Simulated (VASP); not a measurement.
Wanted: the native input for a VASP 6.6.1 run.

- Task: single point
- Functional: PBEsol
- Potentials or basis: VASP PAW PBE potentials, release 64 (Ti_sv, O)
- Cutoff: 520 eV
- k mesh: 10 × 10 × 10
- Occupations: gaussian, width 0.05 eV
- Spin: collinear spin
- Starting moments: [2.5, 0.0, 0.0, 0.0, 0.0, 0.0] μB
- Hubbard terms: Ti d U = 2.0 eV
- Dipole correction: no
- Further INCAR settings: ALGO = Normal; EDIFF = 1e-06; NBANDS = 40

The structure of TiO lies in POSCAR:

```
TiO
1.0
    4.0866680000      0.0000000000      0.0000000000
    0.0000000000      4.0866680000      0.0000000000
    0.0000000000      0.0000000000      4.0866680000
Ti O
3 3
Direct
    0.5000000000      0.5000000000      0.0000000000
    0.0000000000      0.5000000000      0.5000000000
    0.5000000000      0.0000000000      0.5000000000
    0.0000000000      0.5000000000      0.0000000000
    0.5000000000      0.0000000000      0.0000000000
    0.0000000000      0.0000000000      0.5000000000
```

These files were run (other wordings do the same):

INCAR

```
ALGO = Normal
EDIFF = 1E-6
ENCUT = 520
GGA = PS
ISIF = 2
ISMEAR = 0
ISPIN = 2
LASPH = T
LCHARG = F
LDAU = T
LDAUJ = 0 0
LDAUL = 2 -1
LDAUPRINT = 1
LDAUTYPE = 2
LDAUU = 2 0
LMAXMIX = 4
LORBIT = 11
LREAL = F
LWAVE = F
MAGMOM = 2.5 0 0 0 0 0
NBANDS = 40
NELM = 150
PREC = Accurate
SIGMA = 0.05
```

KPOINTS

```
k-points
0
Gamma
  10 10 10
```

Potentials or basis: VASP PAW PBE potentials, release 64 (Ti_sv, O).

Run with:

```sh
$ cat potpaw_PBE.64/Ti_sv/POTCAR potpaw_PBE.64/O/POTCAR > POTCAR
$ mpirun -np 1 vasp_std > vasp.out
```

It gave:

The pressure is -2.7 GPa and the net moment is 1.27 μB per cell. The site moments are Ti +0.33; O -0.00 μB. The valence electrons inside the program's atomic spheres are Ti 10.26; O 5.04.

Caveat: the PAW data sets were made with another functional, which shifts forces and pressure a little.

Wall time 13 min on 1 thread of Oxide Virtual Turin-like Processor, on a shared host, peak memory 0.49 GiB.
